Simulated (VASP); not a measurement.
A run of VASP 6.6.1 is set up as follows.

Contents of INCAR:

```
ALGO = Normal
EDIFF = 1E-6
ENCUT = 520
GGA = PE
ISIF = 2
ISMEAR = 1
LASPH = True
LCHARG = False
LREAL = False
LWAVE = False
NBANDS = 35
NELM = 80
PREC = Accurate
SIGMA = 0.05
```

File KPOINTS:

```
k-points
0
Gamma
  4 4 4
```

Contents of POSCAR:

```
Rb3Al3Cl2
1.0
    3.1938050000      5.5318310000      0.0000000000
   -3.1938050000      5.5318310000      0.0000000000
   -3.1938050000      1.8439400000      7.1678440000
Rb Al Cl
3 3 2
Direct
    0.5000000000      0.0000000000      0.5000000000
    0.0813000000      0.8374000000      0.2439000000
    0.9187000000      0.1626000000      0.7561000000
    0.5000000000      0.5000000000      0.0000000000
    0.0000000000      0.5000000000      0.0000000000
    0.5000000000      0.0000000000      0.0000000000
    0.2471000000      0.5058000000      0.7413000000
    0.7529000000      0.4942000000      0.2587000000
```

Potentials or basis: VASP PAW PBE potentials, release 64 (Rb_sv, Al, Cl).

Run with:

```sh
$ cat potpaw_PBE.64/Rb_sv/POTCAR potpaw_PBE.64/Al/POTCAR potpaw_PBE.64/Cl/POTCAR > POTCAR
$ mpirun -np 1 vasp_std > vasp.out
```

What does it give for the pressure?

1.8 GPa.

What does it give for the largest force?

2.132 eV/Å.

Stress tensor (GPa, compression positive):
```
0.39 0.00 0.00
0.00 0.39 0.00
0.00 0.00 4.70
```

Caveat: forces of over 1 eV/Å act on the atoms, so gaps and moduli don't describe the material at rest.
